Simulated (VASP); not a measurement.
# B16P16H (a cell with a defect) in VASP: single point with PBE

Aim: the single point of B16P16H (a cell with a defect) with PBE.

Everything below comes from runs of VASP 6.6.1. Logs are shortened: lines on timing, memory, paths and dates and some standing lists are left out, and cuts for length are marked.

### 1 The cell of the first run

The cell holds a defect, 33 atoms: a = 7.878 Å, b = 7.878 Å, c = 7.878 Å, α = 109.47°, β = 109.47°, γ = 109.47°.

### 2 Single point, PBE

Contents of INCAR:

```
PREC = Accurate
ENCUT = 520
EDIFF = 1E-6
ISMEAR = 0
SIGMA = 0.02
LREAL = Auto
LASPH = True
NELM = 80
ALGO = Normal
ISIF = 2
LWAVE = False
LCHARG = False
GGA = PE
NBANDS = 86
NELECT = 128.0
```

Contents of KPOINTS:

```
Automatic mesh
0
Gamma
  2 2 2
  0.5 0.5 0.5
```

Contents of POSCAR:

```
B16P16H
1.0
    4.5481927936      4.5481927936     -4.5481927936
   -4.5481927936     -4.5481927936     -4.5481927936
   -4.5481927936      4.5481927936      4.5481927936
B P H
16 16 1
Direct
    0.2504392517      0.5004398677      0.2515172623
    0.4995763379      0.2495763815      0.2499999564
    0.7489226281     -0.0010780106      0.2484827604
    0.7513848148      0.5069398121      0.7500005287
    0.0001589642      0.5003053088      0.4999711101
    0.2503060120      0.2501600200      0.4999708902
    0.4981403830     -0.0005198768      0.4977924426
    0.7494818612      0.7481416585      0.4977918929
   -0.0004235748      0.7495764042      0.2500000663
    0.5003342214      0.5001878995      0.0000289126
    0.7503496784      0.2516899683      0.0022080199
    0.0097326569      0.2597327232      0.7499999791
    0.2569393060      1.0013842215      0.7499994294
    0.5007927551      0.7507928214      0.7499999791
    0.0016877033      0.0003479404      0.0022075801
    0.2501891524      0.7503351671      0.0000291325
    0.2533172080      0.5033182637      0.0047665086
    0.5009912955      0.2516851312      0.0019683642
    0.7499749142     -0.0000241854     -0.0009169576
    0.7497166797      0.4990229313      0.4980315485
    0.0009271815      0.5009597445      0.2507909299
    0.2509585789      0.2509269180      0.2507906001
    0.5001363406      0.0001679788      0.2492094226
    0.7501687274      0.7501360771      0.2492089829
    0.0016857245      0.7509909221      0.0019681444
    0.4988589101      0.5004952743      0.7500006387
    0.7364797738      0.2552308252      0.7500007486
   -0.0014482675      0.2485505895      0.4952334042
    0.2490227551     -0.0002824199      0.4980318783
    0.5008926849      0.7508918718      0.5009168704
    0.0052299894     -0.0135209748      0.7499992095
    0.2504946584      0.7488583168      0.7499994294
   -0.1283450431      0.1216549133     -0.2499999564
```

Potentials or basis: VASP PAW PBE potentials, release 64 (B, P, H).

Launch:

```bash
$ cat potpaw_PBE.64/B/POTCAR potpaw_PBE.64/P/POTCAR potpaw_PBE.64/H/POTCAR > POTCAR
$ mpirun -np 1 vasp_std > vasp.out
```

OUTCAR:

```text
PREC = Accurate
   ENCUT = 520
   EDIFF = 1E-6
   ISMEAR = 0
   LREAL = Auto
   LASPH = True
   NELM = 80
   ISIF = 2
   GGA = PE
   NELECT = 128.0

 ion  position               nearest neighbor table
   1  0.250  0.500  0.252-  17 1.96  21 1.97  22 1.97  30 1.97
   2  0.500  0.250  0.250-  20 1.96  18 1.96  22 1.96  23 1.96
   3  0.749  0.999  0.248-  28 1.96  24 1.97  23 1.97  19 1.97
   4  0.751  0.507  0.750-  27 1.95  25 1.96  20 1.96  26 1.97
   5  0.000  0.500  0.500-  20 1.96  32 1.97  21 1.97  28 1.97
   6  0.250  0.250  0.500-  29 1.96  26 1.97  22 1.97  28 1.97
   7  0.498  0.999  0.498-  27 1.96  29 1.96  23 1.97  30 1.97
   8  0.749  0.748  0.498-  31 1.96  20 1.96  24 1.97  30 1.97
   9  1.000  0.750  0.250-  29 1.96  25 1.96  21 1.96  24 1.96
  10  0.500  0.500  0.000-  18 1.96  26 1.97  24 1.97  17 1.97
  11  0.750  0.252  0.002-  27 1.96  18 1.96  21 1.97  19 1.97
  12  0.010  0.260  0.750-  33 1.26  17 1.95  28 1.95  27 2.14  31 2.14
  13  0.257  0.001  0.750-  31 1.95  29 1.96  18 1.96  32 1.97
  14  0.501  0.751  0.750-  19 1.96  30 1.96  32 1.97  26 1.97
  15  0.002  0.000  0.002-  31 1.96  25 1.96  22 1.97  19 1.97
  16  0.250  0.750  0.000-  25 1.96  32 1.97  23 1.97  17 1.97
  17  0.253  0.503  0.005-  12 1.95   1 1.96  16 1.97  10 1.97
  18  0.501  0.252  0.002-  13 1.96   2 1.96  11 1.96  10 1.96
  19  0.750  1.000  0.999-  14 1.96   3 1.97  15 1.97  11 1.97
  20  0.750  0.499  0.498-   4 1.96   2 1.96   8 1.96   5 1.96
  21  0.001  0.501  0.251-   9 1.96   1 1.97  11 1.97   5 1.97
  22  0.251  0.251  0.251-   2 1.96   1 1.97  15 1.97   6 1.97
  23  0.500  0.000  0.249-   2 1.96   3 1.97   7 1.97  16 1.97
  24  0.750  0.750  0.249-   9 1.96   3 1.97   8 1.97  10 1.97
  25  0.002  0.751  0.002-   4 1.96   9 1.96  15 1.96  16 1.96
  26  0.499  0.500  0.750-  10 1.97   6 1.97  14 1.97   4 1.97
  27  0.736  0.255  0.750-  33 1.73   4 1.95  11 1.96   7 1.96  12 2.14
  28  0.999  0.249  0.495-  12 1.95   3 1.96   6 1.97   5 1.97
  29  0.249  1.000  0.498-  13 1.96   9 1.96   7 1.96   6 1.96
  30  0.501  0.751  0.501-  14 1.96   1 1.97   7 1.97   8 1.97
  31  0.005  0.986  0.750-  33 1.73  13 1.95   8 1.96  15 1.96  12 2.14
  32  0.250  0.749  0.750-   5 1.97  16 1.97  14 1.97  13 1.97
  33  0.872  0.122  0.750-  12 1.26  31 1.73  27 1.73

  LATTYP: Found a body centered cubic cell.
 ALAT       =     9.0963855872

  Lattice vectors:

 A1 = (   4.5481927936,   4.5481927936,  -4.5481927936)
 A2 = (  -4.5481927936,  -4.5481927936,  -4.5481927936)
 A3 = (  -4.5481927936,   4.5481927936,   4.5481927936)

Analysis of symmetry for initial positions (statically):
=====================================================================
 Subroutine PRICEL returns:
 Original cell was already a primitive cell.

 Routine SETGRP: Setting up the symmetry group for a
 body centered cubic supercell.

 Subroutine GETGRP returns: Found  4 space group operations
[... 171 lines left out ...]
   NUPDOWN=      -1.0000    fix difference up-down
   EMIN   =  10.00;   EMAX   =-10.00  energy-range for DOS
   EFERMI =   0.00;   METHOD = LEGACY
   ISMEAR =     0;   SIGMA  =   0.02  broadening in eV -4-tet -1-fermi 0-gaus
   EFERMI_NEDOS =   21; number of points for ismear=-14 and -15
   IALGO  =     38    algorithm
   IMIX   =      4    mixing-type and parameters
     AMIX     =   0.40;   BMIX     =  1.00
     AMIX_MAG =   1.60;   BMIX_MAG =  1.00
  volume/ion in A,a.u.               =      11.40        76.96
  Fermi-wavevector in a.u.,A,eV,Ry     =   1.142754  2.159491 17.767657  1.305886
  Thomas-Fermi vector in A             =   2.279451
   LORBIT       =      0    0 simple, 1 ext, 2 COOP (PROOUT), +10 PAW based schemes
   GGA     = PE    functional components
   LHFCALC =     F    Hartree Fock is set to
   AEXX    =    0.0000 exact exchange contribution
   IVDW    =     0    specifies the selected vdW correction
   LEPSILON=     F    determine dielectric tensor
   LRPA    =     F    only Hartree local field effects (RPA)
 non-spin polarized calculation
 Gauss-broadening in eV      SIGMA  =   0.02
  energy-cutoff  :      520.00
  volume of cell :      376.34
 maximum number of plane-waves:     10168
 NGX is ok and might be reduce to    60
   NGX = 29   NGY = 29   NGZ = 29

 number of electron     128.0000006 magnetization

 Free energy of the ion-electron system (eV)
  ---------------------------------------------------
  ext. energy  EPLUGINS =         0.00000000
  ---------------------------------------------------
  free energy    TOTEN  =      -215.81825472 eV

  energy without entropy =     -215.81825472  energy(sigma->0) =     -215.81825472

 E-fermi :   6.4487     XC(G=0): -10.8748

 val. band max:        6.3316520524   @ k =   0.2500   0.2500   0.2500
 cond. band min:       8.2589177962   @ k =   0.2500   0.2500  -0.2500
 fundamental gap:      1.9272657438
 Fermi energy:         6.4487373263

 k-point     1 :       0.2500    0.2500    0.2500
  band No.  band energies     occupation
      1      -7.4783      2.00000
      2      -6.9493      2.00000
      3      -6.8793      2.00000
      4      -6.8573      2.00000
      5      -5.1000      2.00000
      6      -4.6361      2.00000
[... 226 lines left out ...]
     75      10.8951      0.00000
     76      10.9172      0.00000
 [bands above 76 left out]

------------------------ aborting loop because EDIFF is reached ----------------------------------------

  FORCE on cell =-STRESS in cart. coord.  units (eV):
  Direction    XX          YY          ZZ          XY          YZ          ZX
  --------------------------------------------------------------------------------------
  -------------------------------------------------------------------------------------
  Total       -7.8926608     -7.8926608     -8.8783220      0.8445407      0.0000000      0.0000000
  in kB      -33.6014047    -33.6014047    -37.7976574      3.5954611      0.0000000      0.0000000
  external PRESSURE =     -35.0001556 kB  Pullay stress =       0.0000000 kB

 VOLUME and BASIS-vectors are now :
 -----------------------------------------------------------------------------
  energy-cutoff  :      520.00
  volume of cell :      376.34
      direct lattice vectors                 reciprocal lattice vectors
     4.548192794  4.548192794 -4.548192794     0.000000000  0.109933774 -0.109933774
    -4.548192794 -4.548192794 -4.548192794    -0.109933774  0.000000000 -0.109933774
    -4.548192794  4.548192794  4.548192794    -0.109933774  0.109933774  0.000000000

 POSITION                                       TOTAL-FORCE (eV/Angst)
 -----------------------------------------------------------------------------------
     -2.28100      0.00690     -2.27119         0.001511     -0.001511     -0.000276
      0.00000      2.27410     -2.27024        -0.000000     -0.000000      0.000206
     -2.26719     -0.00690     -6.81939        -0.001511      0.001511     -0.000276
     -2.29936      4.52293     -2.31196        -0.000962     -0.000962     -0.001081
     -4.54873     -0.00080     -0.00224        -0.001595     -0.002177     -0.000168
     -2.27330      2.27463     -0.00225         0.002177      0.001595     -0.000168
[... 25 lines left out ...]
     -5.67780      1.14449     -1.13411         0.006864      0.006864      0.002239
      0.00000      6.82229     -1.10662         0.000000     -0.000000      0.023628
 -----------------------------------------------------------------------------------
    total drift:                               -0.000089      0.002167     -0.037974

  FREE ENERGIE OF THE ION-ELECTRON SYSTEM (eV)
  ---------------------------------------------------
  free  energy   TOTEN  =      -215.8182547172 eV

  energy  without entropy=     -215.8182547172  energy(sigma->0) =     -215.81825472
```

OSZICAR:

```text
N       E                     dE             d eps       ncg     rms          rms(c)
DAV:   1     0.416729686291E+03    0.41673E+03   -0.56896E+04   516   0.133E+03
DAV:   2    -0.186614603679E+03   -0.60334E+03   -0.56667E+03   636   0.224E+02
DAV:   3    -0.225857079477E+03   -0.39242E+02   -0.38686E+02   632   0.542E+01
DAV:   4    -0.226712439633E+03   -0.85536E+00   -0.84834E+00   640   0.875E+00
DAV:   5    -0.226739381925E+03   -0.26942E-01   -0.26905E-01   626   0.133E+00    0.288E+01
DAV:   6    -0.217303934296E+03    0.94354E+01   -0.19051E+01   584   0.105E+01    0.157E+01
DAV:   7    -0.215910270989E+03    0.13937E+01   -0.47454E+00   656   0.527E+00    0.448E+00
DAV:   8    -0.215808612208E+03    0.10166E+00   -0.41679E-01   616   0.180E+00    0.138E+00
DAV:   9    -0.215817858496E+03   -0.92463E-02   -0.37629E-02   616   0.572E-01    0.319E-01
DAV:  10    -0.215817813888E+03    0.44608E-04   -0.35764E-03   592   0.167E-01    0.896E-02
DAV:  11    -0.215818191899E+03   -0.37801E-03   -0.32762E-04   632   0.628E-02    0.415E-02
DAV:  12    -0.215818245557E+03   -0.53658E-04   -0.38359E-05   584   0.203E-02    0.203E-02
DAV:  13    -0.215818253818E+03   -0.82610E-05   -0.12408E-05   584   0.115E-02    0.450E-03
DAV:  14    -0.215818254717E+03   -0.89945E-06   -0.54865E-07   384   0.237E-03
   1 F= -.21581825E+03 E0= -.21581825E+03  d E =-.438207E-17
```

stdout:

```text
POSCAR found type information on POSCAR B P H
 POSCAR found :  3 types and      33 ions
 scaLAPACK will be used
 LDA part: xc-table for (Slater+PW92), standard interpolation
 POSCAR, INCAR and KPOINTS ok, starting setup
 FFT: planning ... GRIDC
 FFT: planning ... GRID_SOFT
 FFT: planning ... GRID
 WAVECAR not read
 entering main loop
 the old and the new charge density differ
 old charge density:   129.00000 new  128.00000
    0.288E+01
```

Run time: 4.7 min. Hardware: 1 thread of Intel Xeon Platinum 8375C at 2.90GHz (Ice Lake), shared host; peak memory 0.52 GiB.

Results:

```
Free energy   : -215.8183 eV
Largest force : 0.032 eV/Å
```

Forces in eV/Å, atoms in the order of the input:
```
B    0.002 -0.002  0.000
B    0.000  0.000  0.000
B   -0.002  0.002  0.000
B   -0.001 -0.001 -0.001
B   -0.002 -0.002  0.000
B    0.002  0.002  0.000
B   -0.003 -0.003  0.005
B    0.003  0.003  0.005
B    0.000  0.000  0.000
B    0.002  0.002  0.000
B   -0.003 -0.003  0.005
B    0.000  0.000 -0.025
B    0.001  0.001 -0.001
B    0.000  0.000  0.006
B    0.003  0.003  0.005
B   -0.002 -0.002  0.000
P    0.004 -0.004  0.006
P   -0.002  0.006 -0.002
P    0.008 -0.008  0.000
P    0.002 -0.006 -0.002
P   -0.010 -0.001 -0.004
P    0.001  0.010 -0.004
P   -0.001 -0.010 -0.004
P    0.010  0.001 -0.004
P   -0.006  0.002 -0.002
P   -0.007 -0.007  0.002
P    0.022  0.022 -0.007
P   -0.004  0.004  0.006
P    0.006 -0.002 -0.002
P   -0.008  0.008  0.000
P   -0.022 -0.022 -0.007
P    0.007  0.007  0.002
H    0.000  0.000  0.024
```

Caveat: the cell carries a net charge on a neutralising background, which shifts energy and pressure; the cell is charged against a uniform background, so pressure and absolute levels hang on convention.
